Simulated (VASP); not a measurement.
# Ti6O in VASP: notebook, part 2 of 2

VASP 6.6.1. The steps go on from the part before.

### Step 4. Single point, PBEsol

INCAR reads:

```
SYSTEM = Ti6O
  ALGO = Normal
  DIPOL = 0.5 0.5 0.347
  EDIFF = 1E-7
  ENCUT = 520
  GGA = PS
  IDIPOL = 3
  ISIF = 2
  ISMEAR = 0
  LASPH = .True.
  LCHARG = .True.
  LDIPOL = .True.
  LELF = .True.
  LREAL = .False.
  LVACPOTAV = .True.
  LVHAR = .True.
  LWAVE = .False.
  NBANDS = 48
  NELM = 100
  PREC = Accurate
  SIGMA = 0.1
```

KPOINTS reads:

```
k-points
0
Gamma
  9 6 1
  0 0 0
```

POSCAR reads:

```
Ti6O
1.0
    2.8999670177      0.0000000000      0.0000000000
    0.0000000000      4.5905806278      0.0000000000
    0.0000000000      0.0000000000     21.2062529549
Ti O
6 1
Direct
    0.0000000000      0.7500000000      0.1886236106
    0.5000000000      0.2500000000      0.2281000977
    0.5000000000      0.7500000000      0.3070530716
    0.0000000000      0.2500000000      0.3454090437
    0.0000000000      0.7500000000      0.4205530428
    0.5000000000      0.2500000000      0.4577071195
    0.5000000000      0.6500000000      0.4781915597
```

Potentials or basis: VASP PAW PBE potentials, release 64 (Ti_sv, O).

Started as:

```
$ cat potpaw_PBE.64/Ti_sv/POTCAR potpaw_PBE.64/O/POTCAR > POTCAR
$ mpirun -np 1 vasp_std > vasp.out
```

OUTCAR:

```text
SYSTEM = Ti6O
   EDIFF = 1E-7
   ENCUT = 520
   GGA = PS
   ISIF = 2
   ISMEAR = 0
   LASPH = .True.
   LREAL = .False.
   NELM = 100
   PREC = Accurate

 ion  position               nearest neighbor table
   1  0.000  0.750  0.189-   2 2.84   2 2.84   2 2.84   2 2.84   3 2.90   3 2.90
   2  0.500  0.250  0.228-   3 2.84   3 2.84   1 2.84   1 2.84   1 2.84   1 2.84   4 2.88   4 2.88

   3  0.500  0.750  0.307-   5 2.81   5 2.81   4 2.83   4 2.83   4 2.83   4 2.83   2 2.84   2 2.84
                             1 2.90   1 2.90
   4  0.000  0.250  0.345-   6 2.79   6 2.79   5 2.79   5 2.79   3 2.83   3 2.83   3 2.83   3 2.83
                             2 2.88   2 2.88
   5  0.000  0.750  0.421-   7 1.95   7 1.95   4 2.79   4 2.79   3 2.81   3 2.81   6 2.83   6 2.83
                             6 2.83   6 2.83
   6  0.500  0.250  0.458-   7 1.89   4 2.79   4 2.79   5 2.83   5 2.83   5 2.83   5 2.83
   7  0.500  0.650  0.478-   6 1.89   5 1.95   5 1.95

  LATTYP: Found a simple orthorhombic cell.
 ALAT       =     2.8999670177
 B/A-ratio  =     1.5829768407
 C/A-ratio  =     7.3125841865

  Lattice vectors:

 A1 = (   2.8999670177,   0.0000000000,   0.0000000000)
 A2 = (   0.0000000000,   4.5905806278,   0.0000000000)
 A3 = (   0.0000000000,   0.0000000000,  21.2062529549)

Analysis of symmetry for initial positions (statically):
=====================================================================
 Subroutine PRICEL returns:
 Original cell was already a primitive cell.

 Routine SETGRP: Setting up the symmetry group for a
 simple orthorhombic supercell.

 Subroutine GETGRP returns: Found  2 space group operations
 (whereof  2 operations were pure point group operations)
 out of a pool of  8 trial point group operations.

The static configuration has the point symmetry C_1h.

Analysis of symmetry for dynamics (positions and initial velocities):
=====================================================================
 Subroutine PRICEL returns:
 Original cell was already a primitive cell.

 Routine SETGRP: Setting up the symmetry group for a
 simple orthorhombic supercell.

 Subroutine GETGRP returns: Found  2 space group operations
 (whereof  2 operations were pure point group operations)
 out of a pool of  8 trial point group operations.

The dynamic configuration has the point symmetry C_1h.

 Subroutine INISYM returns: Found  2 space group operations
 (whereof  2 operations are pure point group operations),
 and found     1 'primitive' translations

----------------------------------------------------------------------------------------

                                     Primitive cell

  volume of cell :     282.3089

  direct lattice vectors                    reciprocal lattice vectors
     2.899967018  0.000000000  0.000000000     0.344831508  0.000000000  0.000000000
     0.000000000  4.590580628  0.000000000     0.000000000  0.217837368  0.000000000
     0.000000000  0.000000000 21.206252955     0.000000000  0.000000000  0.047155903

  length of vectors
     2.899967018  4.590580628 21.206252955     0.344831508  0.217837368  0.047155903

  position of ions in fractional coordinates (direct lattice)
     0.000000000  0.750000000  0.188623611
     0.500000000  0.250000000  0.228100098
[... 64 lines left out ...]
   k-points           NKPTS =     20   k-points in BZ     NKDIM =     20   number of bands    NBANDS=     48
   number of dos      NEDOS =    301   number of ions     NIONS =      7
   total plane-waves  NPLWV = 138240
   dimension x,y,z NGX =    24 NGY =   36 NGZ =  160
   dimension x,y,z NGXF=    48 NGYF=   72 NGZF=  320
   ions per type =               6   1
   NGX,Y,Z   is equivalent  to a cutoff of  13.76, 13.04, 12.54 a.u.
   NGXF,Y,Z  is equivalent  to a cutoff of  27.52, 26.07, 25.09 a.u.
 SYSTEM =  Ti6O
   PREC   = accura    normal or accurate (medium, high low for compatibility)
   ISTART =      0    job   : 0-new  1-cont  2-samecut
   ICHARG =      2    charge: 1-file 2-atom 10-const
   ISPIN  =      1    spin polarized calculation?
   LNONCOLLINEAR =      F non collinear calculations
   LSORBIT =      F    spin-orbit coupling
   LASPH  =      T    aspherical Exc in radial PAW
   ENCUT  =  520.0 eV  38.22 Ry    6.18 a.u.   5.39  8.54 39.43*2*pi/ulx,y,z
   NELM   =    100;   NELMIN=  2; NELMDL= -5     # of ELM steps
   EDIFF  = 0.1E-06   stopping-criterion for ELM
   LREAL  =      F    real-space projection
   EDIFFG = 0.1E-05   stopping-criterion for IOM
   NSW    =      0    number of steps for IOM
   IBRION =     -1    ionic relax: 0-MD 1-quasi-New 2-CG
   NFREE  =      0    steps in history (QN), initial steepest desc. (CG)
   ISIF   =      2    stress and relaxation
   ISYM   =      2    0-nonsym 1-usesym 2-fastsym
   POTIM  = 0.5000    time-step for ionic-motion
   TEBEG  =    0.0;   TEEND  =   0.0 temperature during run
   PSTRESS=    0.0 pullay stress
   NELECT =      78.0000    total number of electrons
   NUPDOWN=      -1.0000    fix difference up-down
   EMIN   =  10.00;   EMAX   =-10.00  energy-range for DOS
   EFERMI =   0.00;   METHOD = LEGACY
   ISMEAR =     0;   SIGMA  =   0.10  broadening in eV -4-tet -1-fermi 0-gaus
   EFERMI_NEDOS =   21; number of points for ismear=-14 and -15
   IALGO  =     38    algorithm
   IMIX   =      4    mixing-type and parameters
     AMIX     =   0.40;   BMIX     =  1.00
     AMIX_MAG =   1.60;   BMIX_MAG =  1.00
  volume/ion in A,a.u.               =      40.33       272.16
  Fermi-wavevector in a.u.,A,eV,Ry     =   1.066264  2.014947 15.468727  1.136919
  Thomas-Fermi vector in A             =   2.201843
   LORBIT       =      0    0 simple, 1 ext, 2 COOP (PROOUT), +10 PAW based schemes
   GGA     = PS    functional components
   LHFCALC =     F    Hartree Fock is set to
   AEXX    =    0.0000 exact exchange contribution
   IVDW    =     0    specifies the selected vdW correction
   LEPSILON=     F    determine dielectric tensor
   LRPA    =     F    only Hartree local field effects (RPA)
 non-spin polarized calculation
 Gauss-broadening in eV      SIGMA  =   0.10
  energy-cutoff  :      520.00
  volume of cell :      282.31
 maximum number of plane-waves:      7645
 NGX is ok and might be reduce to    24
   NGX = 11   NGY = 17   NGZ = 79

 dipolmoment           0.000000      0.000000      0.132292 electrons x Angstroem

 number of electron      78.0000026 magnetization

 dipolmoment           0.000000      0.000000     -0.022939 electrons x Angstroem

 Free energy of the ion-electron system (eV)
  ---------------------------------------------------
  ext. energy  EPLUGINS =         0.00000000
  ---------------------------------------------------
  free energy    TOTEN  =       -57.10670875 eV

  energy without entropy =      -57.05727168  energy(sigma->0) =      -57.08199021

 E-fermi :   1.0524     XC(G=0):  -5.2707

 val. band max:        1.0289150514   @ k =   0.1111   0.5000   0.0000
 cond. band min:       1.0650930696   @ k =   0.1111   0.0000   0.0000
 fundamental gap:      0.0361780182
 Fermi energy:         1.0524136154

 k-point     1 :       0.0000    0.0000    0.0000
  band No.  band energies     occupation
      1     -55.8558      2.00000
      2     -55.7379      2.00000
      3     -55.6349      2.00000
      4     -55.4352      2.00000
      5     -55.3667      2.00000
      6     -55.3088      2.00000
[... 1009 lines left out ...]
     47       2.6523      0.00000
     48       2.7707      0.00000

------------------------ aborting loop because EDIFF is reached ----------------------------------------

  FORCE on cell =-STRESS in cart. coord.  units (eV):
  Direction    XX          YY          ZZ          XY          YZ          ZX
  --------------------------------------------------------------------------------------
  -------------------------------------------------------------------------------------
  Total        1.1439649     -0.8725979     -0.4396584      0.0000000      0.4254388      0.0000000
  in kB        6.4923012     -4.9522225     -2.4951770      0.0000000      2.4144771      0.0000000
  external PRESSURE =      -0.3183661 kB  Pullay stress =       0.0000000 kB

 VOLUME and BASIS-vectors are now :
 -----------------------------------------------------------------------------
  energy-cutoff  :      520.00
  volume of cell :      282.31
      direct lattice vectors                 reciprocal lattice vectors
     2.899967018  0.000000000  0.000000000     0.344831508  0.000000000  0.000000000
     0.000000000  4.590580628  0.000000000     0.000000000  0.217837368  0.000000000
     0.000000000  0.000000000 21.206252955     0.000000000  0.000000000  0.047155903

 POSITION                                       TOTAL-FORCE (eV/Angst)
 -----------------------------------------------------------------------------------
      0.00000      3.44294      4.00000         0.000000      0.002472      0.349204
      1.44998      1.14765      4.83715         0.000000     -0.054977      0.042404
      1.44998      3.44294      6.51145         0.000000      0.123222     -0.629966
      0.00000      1.14765      7.32483         0.000000      0.015803      0.127957
      0.00000      3.44294      8.91835         0.000000     -0.529647     -0.102953
      1.44998      1.14765      9.70625         0.000000      0.013365      0.147966
      1.44998      2.98388     10.14065         0.000000      0.429762      0.065388
 -----------------------------------------------------------------------------------
    total drift:                                0.000000      0.000233      0.000261

  FREE ENERGIE OF THE ION-ELECTRON SYSTEM (eV)
  ---------------------------------------------------
  free  energy   TOTEN  =       -57.1067087499 eV

  energy  without entropy=      -57.0572716777  energy(sigma->0) =      -57.08199021

 vacuum level on the upper side and lower side of the slab         4.550         4.861
```

Wall time 10 min (1 thread of Intel Xeon Platinum 8559C (Emerald Rapids), shared host); peak memory 0.46 GiB.

What came out:

```
Free energy            : -57.1067 eV
Largest force          : 0.642 eV/Å
Band gap on the k mesh : zero (bands 39 and 40 overlap by 0.58 eV)
```

Forces on the atoms (eV/Å):
```
Ti   0.000  0.002  0.349
Ti   0.000 -0.055  0.042
Ti   0.000  0.123 -0.630
Ti   0.000  0.016  0.128
Ti   0.000 -0.530 -0.103
Ti   0.000  0.013  0.148
O    0.000  0.430  0.065
```

Caveat: the PAW data sets were made with another functional, which shifts forces and pressure a little.

### Step 5. Single point, PBEsol

INCAR reads:

```
ALGO = Normal ; DIPOL = 0.5 0.5 0.354
EDIFF = 1E-6 ; ENCUT = 520
GGA = PS ; IDIPOL = 3
ISIF = 2 ; ISMEAR = 0
LASPH = True ; LCHARG = False
LDIPOL = True ; LREAL = False
LWAVE = False ; NBANDS = 48
NELM = 80 ; PREC = Accurate
SIGMA = 0.1
```

KPOINTS reads:

```
k-points
0
Gamma
  9 6 1
```

POSCAR: that of step 4 with these lines changed.

```diff
@@ -14,2 +14,2 @@
     0.5000000000      0.2500000000      0.4577071195
-    0.5000000000      0.6500000000      0.4781915597
+    0.5000000000      0.3500000000      0.5309800532
```

Started as:

```
$ cat potpaw_PBE.64/Ti_sv/POTCAR potpaw_PBE.64/O/POTCAR > POTCAR
$ mpirun -np 1 vasp_std > vasp.out
```

Wall time 10 min (1 thread of Intel Xeon Platinum 8559C (Emerald Rapids), shared host); peak memory 0.45 GiB.

It converged, with:

| Item | Value |
| --- | --- |
| Free energy | -54.3666 eV |
| Largest force | 0.573 eV/Å |
| Band gap on the k mesh | zero (bands 39 and 40 overlap by 0.66 eV) |

Forces on the atoms (eV/Å):
```
Ti   0.000  0.021  0.256
Ti   0.000 -0.028  0.146
Ti   0.000  0.039 -0.088
Ti   0.000 -0.040 -0.322
Ti   0.000 -0.267 -0.507
Ti   0.000 -0.118  0.156
O    0.000  0.393  0.359
```

Levels at points of the mesh, in eV from the Fermi level:
```csv
k point,band 35,band 36,band 37,band 38,band 39,band 40,band 41,band 42,band 43,band 44
"(0.00, 0.00, 0.00)",-1.47,-0.55,-0.37,0.07,0.38,0.60,0.71,0.83,1.01,1.04
"(0.00, 0.50, 0.00)",-0.75,-0.70,-0.67,-0.13,0.04,0.23,0.37,0.51,0.84,0.87
```

Caveat: the PAW data sets were made with another functional, which shifts forces and pressure a little.

### Step 6. Overview

| cell | gap on the mesh (eV) | largest force (eV/Å) |
| --- | --- | --- |
| as given, atomic positions A | none | 1.54 |
| as given, atomic positions B | none | 2.47 |
| as given, atomic positions C | none | 0.64 |
| as given, atomic positions D | none | 0.57 |

Alike in all rows: task single point; level PBEsol; potentials or basis VASP PAW PBE potentials, release 64 (Ti_sv, O); no spin polarisation; k mesh 9 × 6 × 1; cutoff (eV) 520; smearing gaussian 0.1 eV.

Caveats: the PAW data sets were made with another functional, which shifts forces and pressure a little.

Absolute energies hang on the potentials; compare differences alone.
